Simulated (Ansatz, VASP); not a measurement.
# Al3GaN4: VASP beside Ansatz

Contents of INCAR:

```
PREC     = Accurate       # precision mode
ENCUT    = 520            # plane-wave cutoff, eV
EDIFF    = 1E-6           # SCF threshold, eV
ISMEAR   = 0              # smearing method
SIGMA    = 0.05           # smearing width, eV
LREAL    = False          # projectors in reciprocal space
LASPH    = True           # aspherical terms in the spheres
NELM     = 100            # most SCF steps
ALGO     = Normal         # electronic algorithm
ISIF     = 2              # what is computed and relaxed
LWAVE    = False          # write WAVECAR
LCHARG   = True           # write CHGCAR
GGA      = PS             # functional
LELF     = True           # ELF
LVHAR    = True         
NBANDS   = 31             # bands
```

File KPOINTS:

```
Automatic mesh
0
Gamma
  6 6 6
```

Contents of POSCAR:

```
Al3GaN4
1.0
    4.2444263731      0.0000000000      0.0000000000
    0.0000000000      4.2444263731      0.0000000000
    0.0000000000      0.0000000000      4.2444263731
Al Ga N
3 1 4
Direct
    0.5000000000      0.5000000000      0.0000000000
    0.5000000000      0.0000000000      0.5000000000
    0.0000000000      0.5000000000      0.5000000000
    0.0000000000      0.0000000000      0.0000000000
    0.7447140287      0.7447140287      0.2552859713
    0.7447140287      0.2552859713      0.7447140287
    0.2552859713      0.7447140287      0.7447140287
    0.2552859713      0.2552859713      0.2552859713
```

Input for Ansatz:

```yaml
crystal:
  lattice:
    - [4.2444263731, 0.0, 0.0]
    - [0.0, 4.2444263731, 0.0]
    - [0.0, 0.0, 4.2444263731]
  atoms:
    - { symbol: Al, position: [0.5, 0.5, 0.0] }
    - { symbol: Al, position: [0.5, 0.0, 0.5] }
    - { symbol: Al, position: [0.0, 0.5, 0.5] }
    - { symbol: Ga, position: [0.0, 0.0, 0.0] }
    - { symbol: "N", position: [0.7447140287, 0.7447140287, 0.2552859713] }
    - { symbol: "N", position: [0.7447140287, 0.2552859713, 0.7447140287] }
    - { symbol: "N", position: [0.2552859713, 0.7447140287, 0.7447140287] }
    - { symbol: "N", position: [0.2552859713, 0.2552859713, 0.2552859713] }
basis:
  ecutwfc: 520.0
kpoints:
  mp_grid: { grid: [6, 6, 6] }
hamiltonian:
  xc: pbesol
scf:
  occupations: { method: gaussian, width: 0.05 }
output:
  forces: true
  stress: true
  eigenvalues: true
```

Alike in both runs: task single point; functional PBEsol; k mesh 6 × 6 × 6; occupations gaussian, width 0.05 eV; no spin polarisation.

|  | VASP | Ansatz |
| --- | --- | --- |
| version | VASP 6.6.1 | Ansatz 0.2.0 |
| potentials or method | VASP PAW PBE potentials, release 64 (Al, Ga_d, N), cutoff 520 eV | scalar-relativistic, plane waves, PAW |
| valence electrons in the cell | 42 | 42 |

Ansatz gave:

```
gap on the k mesh at the Fermi level (eV) : 3.39
least direct gap on the mesh (eV)         : 3.40
pressure (GPa)                            : 27.9
rms of the force components (eV/Å)        : 0.020
```

Estimate VASP's values.

gap on the k mesh at the Fermi level (eV): 3.38; least direct gap on the mesh (eV): 3.40; pressure (GPa): 28.0; rms of the force components (eV/Å): 0.010.

VASP's potentials were made for PBE, not for PBEsol. Atom by atom the forces differ by 0.010 eV/Å (rms over components). With one functional, cell and mesh, what is left measures potentials, basis and numerics.
